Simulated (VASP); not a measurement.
Here is a VASP 6.6.1 calculation.

The input INCAR:

```
PREC = Accurate
ENCUT = 520
EDIFF = 1E-6
ISMEAR = -1
SIGMA = 0.1
LREAL = F
LASPH = T
NELM = 80
ALGO = Normal
ISIF = 2
LWAVE = F
LCHARG = T
LELF = T
LVHAR = T
NBANDS = 16
```

KPOINTS

```
regular mesh
0
Gamma
  6 6 6
```

POSCAR

```
Si
1.0
   -3.3254442900      3.3254442900      1.9223856600
    3.3254442900     -3.3254442900      1.9223856600
    3.3254442900      3.3254442900     -1.9223856600
Si
4
Direct
    0.1788010600      0.1788010600      0.3576021200
    0.8211989400      0.8211989400      0.6423978800
    0.1788010600      0.8211989400      0.0000000000
    0.8211989400      0.1788010600      0.0000000000
```

Potentials or basis: VASP PAW LDA potentials, release 64 (Si).

Launch:

```console
$ cat potpaw_LDA.64/Si/POTCAR > POTCAR
$ mpirun -np 1 vasp_std > vasp.out
```

(1) Estimate the pressure.

(2) Estimate the band gap on the k mesh.

(3) What does it give for the largest force?

Answers

(1) -1.8 GPa.

(2) 0.18 eV, indirect (least direct gap 0.28 eV).

(3) 0.021 eV/Å.
